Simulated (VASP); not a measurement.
# Hf4N (Im-3m) in VASP: further runs

Runs on Hf4N. Level: PBE. Tasks: single point, relaxation of cell and atoms.

All numbers are computed with VASP 6.6.1; they aren't measurements. Logs are shortened: lines on timing, memory, paths and dates and some standing lists are left out, and cuts for length are marked.

### Step 1. The cell of the first run

The structure is cubic, space group Im-3m (No. 229). Conventional cell: a = 5.532 Å, b = 5.532 Å, c = 5.532 Å, α = 90.00°, β = 90.00°, γ = 90.00°. Within 3.2 Å of Hf (site symmetry -3m) lie 2 N at 2.40 Å and 6 Hf at 2.77 Å. Within 3.2 Å of N (site symmetry m-3m) lie 8 Hf at 2.40 Å.

### Step 2. Single point, PBE

INCAR reads:

```
ALGO     = Normal         # electronic algorithm
EDIFF    = 1E-7           # SCF threshold, eV
ENCUT    = 520            # plane-wave cutoff, eV
GGA      = PE             # functional
ISIF     = 2              # what is computed and relaxed
ISMEAR   = 0              # smearing method
LASPH    = T              # aspherical terms in the spheres
LCHARG   = F              # write CHGCAR
LREAL    = F              # projectors in reciprocal space
LWAVE    = F              # write WAVECAR
NBANDS   = 30             # bands
NELM     = 60             # most SCF steps
PREC     = Accurate       # precision mode
SIGMA    = 0.1            # smearing width, eV
```

KPOINTS reads:

```
k-points
0
Gamma
  4 4 4
```

POSCAR reads:

```
Hf4N
1.0
   -2.7658246800      2.7658246800      2.7658246800
    2.7658246800     -2.7658246800      2.7658246800
    2.7658246800      2.7658246800     -2.7658246800
Hf N
4 1
Direct
    0.5000000000      0.5000000000      0.5000000000
    0.5000000000      0.0000000000      0.0000000000
    0.0000000000      0.0000000000      0.5000000000
    0.0000000000      0.5000000000      0.0000000000
    0.0000000000      0.0000000000      0.0000000000
```

Potentials or basis: VASP PAW PBE potentials, release 64 (Hf_pv, N).

Command:

```
$ cat potpaw_PBE.64/Hf_pv/POTCAR potpaw_PBE.64/N/POTCAR > POTCAR
$ mpirun -np 1 vasp_std > vasp.out
```

OUTCAR:

```text
EDIFF = 1E-7
   ENCUT = 520
   GGA = PE
   ISIF = 2
   ISMEAR = 0
   LASPH = T
   LREAL = F
   NELM = 60
   PREC = Accurate

 ion  position               nearest neighbor table
   1  0.500  0.500  0.500-   5 2.40   5 2.40   4 2.77   2 2.77   2 2.77   4 2.77   3 2.77   3 2.77

   2  0.500  0.000  0.000-   5 2.40   5 2.40   4 2.77   1 2.77   1 2.77   3 2.77   3 2.77   4 2.77

   3  0.000  0.000  0.500-   5 2.40   5 2.40   4 2.77   1 2.77   2 2.77   4 2.77   2 2.77   1 2.77

   4  0.000  0.500  0.000-   5 2.40   5 2.40   3 2.77   1 2.77   2 2.77   3 2.77   1 2.77   2 2.77

   5  0.000  0.000  0.000-   1 2.40   2 2.40   3 2.40   4 2.40   3 2.40   4 2.40   2 2.40   1 2.40

  LATTYP: Found a body centered cubic cell.
 ALAT       =     5.5316493600

  Lattice vectors:

 A1 = (  -2.7658246800,   2.7658246800,   2.7658246800)
 A2 = (   2.7658246800,  -2.7658246800,   2.7658246800)
 A3 = (   2.7658246800,   2.7658246800,  -2.7658246800)

Analysis of symmetry for initial positions (statically):
=====================================================================
 Subroutine PRICEL returns:
 Original cell was already a primitive cell.

 Routine SETGRP: Setting up the symmetry group for a
 body centered cubic supercell.

 Subroutine GETGRP returns: Found 48 space group operations
 (whereof 48 operations were pure point group operations)
 out of a pool of 48 trial point group operations.

The static configuration has the point symmetry O_h .

Analysis of symmetry for dynamics (positions and initial velocities):
=====================================================================
 Subroutine PRICEL returns:
 Original cell was already a primitive cell.

 Routine SETGRP: Setting up the symmetry group for a
 body centered cubic supercell.

 Subroutine GETGRP returns: Found 48 space group operations
 (whereof 48 operations were pure point group operations)
 out of a pool of 48 trial point group operations.

The dynamic configuration has the point symmetry O_h .

 Subroutine INISYM returns: Found 48 space group operations
 (whereof 48 operations are pure point group operations),
 and found     1 'primitive' translations

----------------------------------------------------------------------------------------

                                     Primitive cell

  volume of cell :      84.6319

  direct lattice vectors                    reciprocal lattice vectors
    -2.765824680  2.765824680  2.765824680     0.000000000  0.180777908  0.180777908
     2.765824680 -2.765824680  2.765824680     0.180777908  0.000000000  0.180777908
     2.765824680  2.765824680 -2.765824680     0.180777908  0.180777908  0.000000000

  length of vectors
     4.790548871  4.790548871  4.790548871     0.255658570  0.255658570  0.255658570

  position of ions in fractional coordinates (direct lattice)
     0.500000000  0.500000000  0.500000000
     0.500000000  0.000000000  0.000000000
     0.000000000  0.000000000  0.500000000
     0.000000000  0.500000000  0.000000000
     0.000000000  0.000000000  0.000000000

  ion indices of the primitive-cell ions
   primitive index   ion index
                 1           1
                 2           2
                 3           3
                 4           4
                 5           5

----------------------------------------------------------------------------------------

 KPOINTS: k-points

Automatic generation of k-mesh.
 Grid dimensions read from file:
 generate k-points for:    4    4    4

 Generating k-lattice:

  Cartesian coordinates                     Fractional coordinates (reciprocal lattice)
     0.000000000  0.045194477  0.045194477     0.250000000  0.000000000  0.000000000
     0.045194477  0.000000000  0.045194477     0.000000000  0.250000000  0.000000000
     0.045194477  0.045194477  0.000000000     0.000000000  0.000000000  0.250000000

  Length of vectors
     0.063914642  0.063914642  0.063914642

  Shift w.r.t. Gamma in fractional coordinates (k-lattice)
     0.000000000  0.000000000  0.000000000

 Subroutine IBZKPT returns following result:
 ===========================================

 Found      8 irreducible k-points:

 Following reciprocal coordinates:
            Coordinates               Weight
  0.000000  0.000000  0.000000      1.000000
  0.250000  0.000000  0.000000     12.000000
  0.500000  0.000000  0.000000      6.000000
  0.250000  0.250000  0.000000     24.000000
  0.250000  0.250000  0.250000      2.000000
 -0.250000  0.250000  0.250000      6.000000
  0.500000  0.500000  0.250000     12.000000
  0.500000  0.500000  0.500000      1.000000
   k-points           NKPTS =      8   k-points in BZ     NKDIM =      8   number of bands    NBANDS=     30
   number of dos      NEDOS =    301   number of ions     NIONS =      5
   total plane-waves  NPLWV =  46656
   dimension x,y,z NGX =    36 NGY =   36 NGZ =   36
   dimension x,y,z NGXF=    72 NGYF=   72 NGZF=   72
   ions per type =               4   1
   NGX,Y,Z   is equivalent  to a cutoff of  12.49, 12.49, 12.49 a.u.
   NGXF,Y,Z  is equivalent  to a cutoff of  24.99, 24.99, 24.99 a.u.
 SYSTEM =  unknown system
   PREC   = accura    normal or accurate (medium, high low for compatibility)
   ISTART =      0    job   : 0-new  1-cont  2-samecut
   ICHARG =      2    charge: 1-file 2-atom 10-const
   ISPIN  =      1    spin polarized calculation?
   LNONCOLLINEAR =      F non collinear calculations
   LSORBIT =      F    spin-orbit coupling
   LASPH  =      T    aspherical Exc in radial PAW
   ENCUT  =  520.0 eV  38.22 Ry    6.18 a.u.   8.91  8.91  8.91*2*pi/ulx,y,z
   NELM   =     60;   NELMIN=  2; NELMDL= -5     # of ELM steps
   EDIFF  = 0.1E-06   stopping-criterion for ELM
   LREAL  =      F    real-space projection
   EDIFFG = 0.1E-05   stopping-criterion for IOM
   NSW    =      0    number of steps for IOM
   IBRION =     -1    ionic relax: 0-MD 1-quasi-New 2-CG
   NFREE  =      0    steps in history (QN), initial steepest desc. (CG)
   ISIF   =      2    stress and relaxation
   ISYM   =      2    0-nonsym 1-usesym 2-fastsym
   POTIM  = 0.5000    time-step for ionic-motion
   TEBEG  =    0.0;   TEEND  =   0.0 temperature during run
   PSTRESS=    0.0 pullay stress
   NELECT =      45.0000    total number of electrons
   NUPDOWN=      -1.0000    fix difference up-down
   EMIN   =  10.00;   EMAX   =-10.00  energy-range for DOS
   EFERMI =   0.00;   METHOD = LEGACY
   ISMEAR =     0;   SIGMA  =   0.10  broadening in eV -4-tet -1-fermi 0-gaus
   EFERMI_NEDOS =   21; number of points for ismear=-14 and -15
   IALGO  =     38    algorithm
   IMIX   =      4    mixing-type and parameters
     AMIX     =   0.40;   BMIX     =  1.00
     AMIX_MAG =   1.60;   BMIX_MAG =  1.00
  volume/ion in A,a.u.               =      16.93       114.22
  Fermi-wavevector in a.u.,A,eV,Ry     =   1.326277  2.506301 23.932806  1.759012
  Thomas-Fermi vector in A             =   2.455676
   LORBIT       =      0    0 simple, 1 ext, 2 COOP (PROOUT), +10 PAW based schemes
   GGA     = PE    functional components
   LHFCALC =     F    Hartree Fock is set to
   AEXX    =    0.0000 exact exchange contribution
   IVDW    =     0    specifies the selected vdW correction
   LEPSILON=     F    determine dielectric tensor
   LRPA    =     F    only Hartree local field effects (RPA)
 non-spin polarized calculation
 Gauss-broadening in eV      SIGMA  =   0.10
  energy-cutoff  :      520.00
  volume of cell :       84.63
 maximum number of plane-waves:      2316
   NGX = 17   NGY = 17   NGZ = 17

 number of electron      45.0000000 magnetization

 Free energy of the ion-electron system (eV)
  ---------------------------------------------------
  ext. energy  EPLUGINS =         0.00000000
  ---------------------------------------------------
  free energy    TOTEN  =       -46.56551791 eV

  energy without entropy =      -46.54839923  energy(sigma->0) =      -46.55695857

 E-fermi :   5.7774     XC(G=0): -11.8983

 val. band max:        5.7694226308   @ k =  -0.2500   0.2500   0.2500
 cond. band min:       5.8516702439   @ k =   0.5000   0.5000   0.5000
 fundamental gap:      0.0822476131
 Fermi energy:         5.7774352957

 k-point     1 :       0.0000    0.0000    0.0000
  band No.  band energies     occupation
      1     -25.2064      2.00000
      2     -25.2064      2.00000
      3     -25.2064      2.00000
      4     -25.0340      2.00000
      5     -25.0340      2.00000
      6     -25.0340      2.00000
[... 22 lines left out ...]
     29       9.9665      0.00000
     30       9.9665      0.00000

 k-point     2 :       0.2500    0.0000    0.0000
  band No.  band energies     occupation
      1     -25.1764      2.00000
      2     -25.1602      2.00000
      3     -24.9826      2.00000
      4     -24.9385      2.00000
      5     -24.9147      2.00000
      6     -24.8190      2.00000
[... 22 lines left out ...]
     29       9.6008      0.00000
     30      10.1216      0.00000

 k-point     3 :       0.5000    0.0000    0.0000
  band No.  band energies     occupation
      1     -25.1673      2.00000
      2     -25.1456      2.00000
      3     -24.6390      2.00000
      4     -24.5633      2.00000
      5     -24.4911      2.00000
      6     -24.4646      2.00000
[... 22 lines left out ...]
     29       8.3537      0.00000
     30       8.9599      0.00000

 k-point     4 :       0.2500    0.2500    0.0000
  band No.  band energies     occupation
      1     -25.1361      2.00000
      2     -24.9242      2.00000
      3     -24.8954      2.00000
      4     -24.8642      2.00000
      5     -24.5623      2.00000
      6     -24.4433      2.00000
[... 22 lines left out ...]
     29       8.8098      0.00000
     30       9.1432      0.00000

 k-point     5 :       0.2500    0.2500    0.2500
  band No.  band energies     occupation
      1     -24.6969      2.00000
      2     -24.5753      2.00000
      3     -24.5753      2.00000
      4     -24.5753      2.00000
      5     -24.4129      2.00000
      6     -24.4129      2.00000
[... 22 lines left out ...]
     29       8.7785      0.00000
     30       8.7980      0.00000

 k-point     6 :      -0.2500    0.2500    0.2500
  band No.  band energies     occupation
      1     -25.3654      2.00000
      2     -25.1443      2.00000
      3     -25.0263      2.00000
      4     -25.0263      2.00000
      5     -24.6224      2.00000
      6     -24.4392      2.00000
[... 22 lines left out ...]
     29      10.0021      0.00000
     30      10.0511      0.00000

 k-point     7 :       0.5000    0.5000    0.2500
  band No.  band energies     occupation
      1     -25.4132      2.00000
      2     -25.1128      2.00000
      3     -25.0249      2.00000
      4     -24.9791      2.00000
      5     -24.7759      2.00000
      6     -24.7513      2.00000
[... 22 lines left out ...]
     29       9.5935      0.00000
     30       9.9124      0.00000

 k-point     8 :       0.5000    0.5000    0.5000
  band No.  band energies     occupation
      1     -25.5892      2.00000
      2     -25.2519      2.00000
      3     -25.2519      2.00000
      4     -24.9126      2.00000
      5     -24.9126      2.00000
      6     -24.9126      2.00000
[... 22 lines left out ...]
     29       9.0501      0.00000
     30       9.0501      0.00000

------------------------ aborting loop because EDIFF is reached ----------------------------------------

  FORCE on cell =-STRESS in cart. coord.  units (eV):
  Direction    XX          YY          ZZ          XY          YZ          ZX
  --------------------------------------------------------------------------------------
  -------------------------------------------------------------------------------------
  Total        6.5358856      6.5358856      6.5358856     -0.0000000     -0.0000000     -0.0000000
  in kB      123.7317307    123.7317307    123.7317307     -0.0000000     -0.0000000     -0.0000000
  external PRESSURE =     123.7317307 kB  Pullay stress =       0.0000000 kB

 VOLUME and BASIS-vectors are now :
 -----------------------------------------------------------------------------
  energy-cutoff  :      520.00
  volume of cell :       84.63
      direct lattice vectors                 reciprocal lattice vectors
    -2.765824680  2.765824680  2.765824680     0.000000000  0.180777908  0.180777908
     2.765824680 -2.765824680  2.765824680     0.180777908  0.000000000  0.180777908
     2.765824680  2.765824680 -2.765824680     0.180777908  0.180777908  0.000000000

 POSITION                                       TOTAL-FORCE (eV/Angst)
 -----------------------------------------------------------------------------------
      1.38291      1.38291      1.38291        -0.000000      0.000000     -0.000000
     -1.38291      1.38291      1.38291         0.000000      0.000000      0.000000
      1.38291      1.38291     -1.38291         0.000000     -0.000000      0.000000
      1.38291     -1.38291      1.38291        -0.000000     -0.000000      0.000000
      0.00000      0.00000      0.00000         0.000000      0.000000     -0.000000
 -----------------------------------------------------------------------------------
    total drift:                                0.000000     -0.000000      0.000000

  FREE ENERGIE OF THE ION-ELECTRON SYSTEM (eV)
  ---------------------------------------------------
  free  energy   TOTEN  =       -46.5655179103 eV

  energy  without entropy=      -46.5483992304  energy(sigma->0) =      -46.55695857
```

Wall time 14 s (1 thread of Intel Xeon 6975P-C (Granite Rapids), shared host); peak memory 0.2 GiB.

What came out:

```
Free energy : -46.5655 eV
Pressure    : 12.4 GPa
```

Caveat: the k points lie up to 0.40 Å⁻¹ apart; spin-orbit coupling is left out, which moves the levels of the heavy elements.

### Step 3. Single point, PBE

This run uses another cell than the first one, of 18.66 Å³/atom, 1.102 times its volume.

INCAR reads:

```
SYSTEM = Hf4N
PREC = Accurate
ENCUT = 520
EDIFF = 1E-6
ISMEAR = 0
SIGMA = 0.1
LREAL = .FALSE.
LASPH = .TRUE.
NELM = 60
ALGO = Normal
ISIF = 2
LWAVE = .FALSE.
LCHARG = .FALSE.
GGA = PE
NBANDS = 30
```

KPOINTS reads:

```
Automatic mesh
0
G
  4 4 4
  0 0 0
```

Changes to POSCAR since step 2:

```diff
@@ -2,5 +2,5 @@
 1.0
-   -2.7658246800      2.7658246800      2.7658246800
-    2.7658246800     -2.7658246800      2.7658246800
-    2.7658246800      2.7658246800     -2.7658246800
+   -2.8572276795      2.8572276795      2.8572276795
+    2.8572276795     -2.8572276795      2.8572276795
+    2.8572276795      2.8572276795     -2.8572276795
 Hf N
```

Potentials or basis: VASP PAW PBE potentials, release 64 (Hf_pv, N).

Command:

```
$ cat potpaw_PBE.64/Hf_pv/POTCAR potpaw_PBE.64/N/POTCAR > POTCAR
$ mpirun -np 1 vasp_std > vasp.out
```

Wall time 16 s (1 thread of Intel Xeon 6975P-C (Granite Rapids), shared host); peak memory 0.24 GiB.

The run converged. Its results:

```yaml
Free_energy: -46.8577 eV
Pressure: -0.6 GPa
```

Levels at points of the mesh, in eV from the Fermi level:
| k point | band 21 | band 22 | band 23 | band 24 | band 25 | band 26 |
| --- | --- | --- | --- | --- | --- | --- |
| (0.00, 0.00, 0.00) | -1.82 | -0.92 | -0.92 | -0.92 | 2.52 | 3.45 |
| (0.50, 0.00, 0.00) | -0.58 | 0.06 | 0.07 | 0.77 | 1.56 | 2.12 |
| (0.50, 0.50, 0.50) | -0.82 | -0.82 | -0.14 | -0.14 | 1.15 | 1.15 |

Caveat: the k points lie up to 0.39 Å⁻¹ apart; spin-orbit coupling is left out, which moves the levels of the heavy elements.

(Part 1 of 2 ends here.)
